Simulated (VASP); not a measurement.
# Mg (Fm-3m) in VASP: further runs, part 2 of 2

VASP 6.6.1.

**3. Elastic constants, BLYP**

INCAR reads:

```
PREC = Accurate ; ENCUT = 600
EDIFF = 1E-8 ; ISMEAR = -1
SIGMA = 0.1 ; LREAL = F
LASPH = T ; NELM = 120
ALGO = Normal ; ISIF = 3
LWAVE = F ; LCHARG = T
GGA = B5 ; ALDAX = 1.0
AGGAX = 1.0 ; AGGAC = 1.0
ALDAC = 0.0 ; NBANDS = 7
IBRION = 6 ; NFREE = 2
POTIM = 0.015 ; NSW = 1
GGA_COMPAT = F
```

KPOINTS reads:

```
regular mesh
0
Gamma
  9 9 9
```

POSCAR reads:

```
Mg
1.0
    0.0000000000      2.2442560000      2.2442560000
    2.2442560000      0.0000000000      2.2442560000
    2.2442560000      2.2442560000      0.0000000000
Mg
1
Direct
    0.0000000000      0.0000000000      0.0000000000
```

Potentials or basis: VASP PAW PBE potentials, release 64 (Mg).

Run with:

```console
$ cat potpaw_PBE.64/Mg/POTCAR > POTCAR
$ mpirun -np 1 vasp_std > vasp.out
```

OUTCAR:

```text
PREC = Accurate
   ENCUT = 600
   EDIFF = 1E-8
   ISMEAR = -1
   LREAL = F
   LASPH = T
   NELM = 120
   ISIF = 3
   GGA = B5
   IBRION = 6
   NFREE = 2
   POTIM = 0.015
   NSW = 1

 ion  position               nearest neighbor table
   1  0.000  0.000  0.000-

  LATTYP: Found a face centered cubic cell.
 ALAT       =     4.4885120000

[... 671 lines left out ...]
      0.000000  0.000000  0.000000     0.750491   -0.660880    0.000000

   2 f/i=    0.000000 THz     0.000000 2PiTHz    0.000000 cm-1     0.000000 meV
             X         Y         Z           dx          dy          dz
      0.000000  0.000000  0.000000    -0.660880   -0.750491    0.000000

   3 f/i=    0.000000 THz     0.000000 2PiTHz    0.000000 cm-1     0.000000 meV
             X         Y         Z           dx          dy          dz
      0.000000  0.000000  0.000000     0.000000    0.000000    1.000000

--------------------------------------------------------------------------------------------------------

 ELASTIC MODULI CONTR FROM IONIC RELAXATION (kBar)
 Direction    XX          YY          ZZ          XY          YZ          ZX
 --------------------------------------------------------------------------------
 XX           0.0000      0.0000      0.0000      0.0000      0.0000      0.0000
 YY           0.0000      0.0000      0.0000      0.0000      0.0000      0.0000
 ZZ           0.0000      0.0000      0.0000      0.0000      0.0000      0.0000
 XY           0.0000      0.0000      0.0000      0.0000      0.0000      0.0000
 YZ           0.0000      0.0000      0.0000      0.0000      0.0000      0.0000
 ZX           0.0000      0.0000      0.0000      0.0000      0.0000      0.0000
 --------------------------------------------------------------------------------

 TOTAL ELASTIC MODULI (kBar)
 Direction    XX          YY          ZZ          XY          YZ          ZX
 --------------------------------------------------------------------------------
 XX         453.1115    300.2093    300.2093      0.0000     -0.0000     -0.0000
 YY         300.2093    453.1115    300.2093     -0.0000      0.0000      0.0000
 ZZ         300.2093    300.2093    453.1115      0.0000     -0.0000      0.0000
 XY           0.0000     -0.0000      0.0000    231.8685      0.0000      0.0000
 YZ          -0.0000      0.0000     -0.0000      0.0000    231.8685      0.0000
 ZX          -0.0000      0.0000      0.0000      0.0000      0.0000    231.8685
 --------------------------------------------------------------------------------
```

OSZICAR:

```text
N       E                     dE             d eps       ncg     rms          rms(c)
DAV:   1     0.215687087206E+00    0.21569E+00   -0.91711E+02   504   0.232E+02
DAV:   2    -0.719278571037E+00   -0.93497E+00   -0.91916E+00   616   0.131E+01
DAV:   3    -0.723433419265E+00   -0.41548E-02   -0.41544E-02   686   0.103E+00
[... 136 lines left out ...]
DAV:   2    -0.731134887128E+00   -0.42532E-04   -0.80870E-05   735   0.522E-02    0.181E-02
DAV:   3    -0.731155005076E+00   -0.20118E-04   -0.48834E-05   602   0.326E-02    0.997E-04
DAV:   4    -0.731155150781E+00   -0.14570E-06   -0.14538E-07   658   0.198E-03    0.191E-04
DAV:   5    -0.731155189740E+00   -0.38959E-07   -0.41622E-09   686   0.278E-04    0.169E-05
DAV:   6    -0.731155191185E+00   -0.14442E-08   -0.76016E-11   406   0.465E-05
  15 F= -.73115519E+00 E0= -.72403692E+00  d E =-.142365E-01
```

Run time: 5.3 min. Hardware: 1 thread of Intel Xeon Platinum 8259CL at 2.50GHz (Skylake/Cascade Lake), shared host; peak memory 0.22 GiB.

What came out:

```
Elastic constants C11, C12, C44 : 45, 30, 23 GPa
Voigt bulk modulus              : 35 GPa
```

Elastic tensor in Voigt notation (GPa, in the Cartesian axes of the cell as first typed):
```
45 30 30  0  0  0
30 45 30  0  0  0
30 30 45  0  0  0
 0  0  0 23  0  0
 0  0  0  0 23  0
 0  0  0  0  0 23
```

Clamped-ion elastic tensor (GPa):
```
45 30 30  0  0  0
30 45 30  0  0  0
30 30 45  0  0  0
 0  0  0 23  0  0
 0  0  0  0 23  0
 0  0  0  0  0 23
```

Caveat: the cell is under stress, which shifts elastic constants; the PAW data sets were made with another functional, which shifts forces and pressure a little.

**4. Band structure, AM05**

INCAR reads:

```
SYSTEM = Mg
GGA      = AM             ! functional
ISMEAR   = 1              ! smearing method
SIGMA    = 0.05           ! smearing width, eV
LWAVE    = .FALSE.        ! write WAVECAR
LCHARG   = .FALSE.        ! write CHGCAR
NBANDS   = 12             ! bands
PREC     = Accurate       ! precision mode
LASPH    = .TRUE.         ! aspherical terms in the spheres
LREAL    = .FALSE.        ! projectors in reciprocal space
ALGO     = Normal         ! electronic algorithm
EDIFF    = 1E-7           ! SCF threshold, eV
NELM     = 120            ! most SCF steps
GGA_COMPAT= .FALSE.      
ENCUT    = 500            ! plane-wave cutoff, eV
```

KPOINTS reads:

```
Automatic mesh
0
Gamma
  24 24 24
  0 0 0
```

KPOINTS_OPT reads:

```
path GXWKGLUWLK,UX
12
line-mode
reciprocal
 0.0000000000  0.0000000000  0.0000000000  G
 0.5000000000  0.0000000000  0.5000000000  X

 0.5000000000  0.0000000000  0.5000000000  X
 0.5000000000  0.2500000000  0.7500000000  W

 0.5000000000  0.2500000000  0.7500000000  W
 0.3750000000  0.3750000000  0.7500000000  K

 0.3750000000  0.3750000000  0.7500000000  K
 0.0000000000  0.0000000000  0.0000000000  G

 0.0000000000  0.0000000000  0.0000000000  G
 0.5000000000  0.5000000000  0.5000000000  L

 0.5000000000  0.5000000000  0.5000000000  L
 0.6250000000  0.2500000000  0.6250000000  U

 0.6250000000  0.2500000000  0.6250000000  U
 0.5000000000  0.2500000000  0.7500000000  W

 0.5000000000  0.2500000000  0.7500000000  W
 0.5000000000  0.5000000000  0.5000000000  L

 0.5000000000  0.5000000000  0.5000000000  L
 0.3750000000  0.3750000000  0.7500000000  K

 0.6250000000  0.2500000000  0.6250000000  U
 0.5000000000  0.0000000000  0.5000000000  X
```

POSCAR is that of step 3.

Run with:

```console
$ cat potpaw_PBE.64/Mg/POTCAR > POTCAR
$ mpirun -np 1 vasp_std > vasp.out
```

Wall time 24 s (1 thread of Intel Xeon 6975P-C (Granite Rapids), shared host); peak memory 0.26 GiB.

It converged, with:

```
Free energy             : -1.6201 eV
Pressure                : 0.2 GPa
Band gap along the path : zero within the smearing
```

Levels at the corners of the path, in eV from the Fermi level:
| point | band 1 | band 2 | band 3 | band 4 | band 5 | band 6 |
| --- | --- | --- | --- | --- | --- | --- |
| Γ | -6.98 | 12.45 | 12.45 | 12.45 | 14.50 | 14.50 |
| X | -0.22 | 0.80 | 6.12 | 7.04 | 7.04 | 9.99 |
| X | -0.22 | 0.80 | 6.12 | 7.04 | 7.04 | 9.99 |
| W | 1.46 | 1.46 | 1.93 | 3.69 | 15.16 | 15.16 |
| W | 1.46 | 1.46 | 1.93 | 3.69 | 15.16 | 15.16 |
| K | 0.62 | 0.88 | 2.04 | 7.82 | 8.90 | 15.34 |
| K | 0.62 | 0.88 | 2.04 | 7.82 | 8.90 | 15.34 |
| Γ | -6.98 | 12.45 | 12.45 | 12.45 | 14.50 | 14.50 |
| Γ | -6.98 | 12.45 | 12.45 | 12.45 | 14.50 | 14.50 |
| L | -1.75 | -1.25 | 11.33 | 11.33 | 12.28 | 12.28 |
| L | -1.75 | -1.25 | 11.33 | 11.33 | 12.28 | 12.28 |
| U | 0.62 | 0.88 | 2.04 | 7.82 | 8.90 | 15.34 |
| U | 0.62 | 0.88 | 2.04 | 7.82 | 8.90 | 15.34 |
| W | 1.46 | 1.46 | 1.93 | 3.69 | 15.16 | 15.16 |
| W | 1.46 | 1.46 | 1.93 | 3.69 | 15.16 | 15.16 |
| L | -1.75 | -1.25 | 11.33 | 11.33 | 12.28 | 12.28 |
| L | -1.75 | -1.25 | 11.33 | 11.33 | 12.28 | 12.28 |
| K | 0.62 | 0.88 | 2.04 | 7.82 | 8.90 | 15.34 |
| U | 0.62 | 0.88 | 2.04 | 7.82 | 8.90 | 15.34 |
| X | -0.22 | 0.80 | 6.12 | 7.04 | 7.04 | 9.99 |

Caveat: the PAW data sets were made with another functional, which shifts forces and pressure a little.
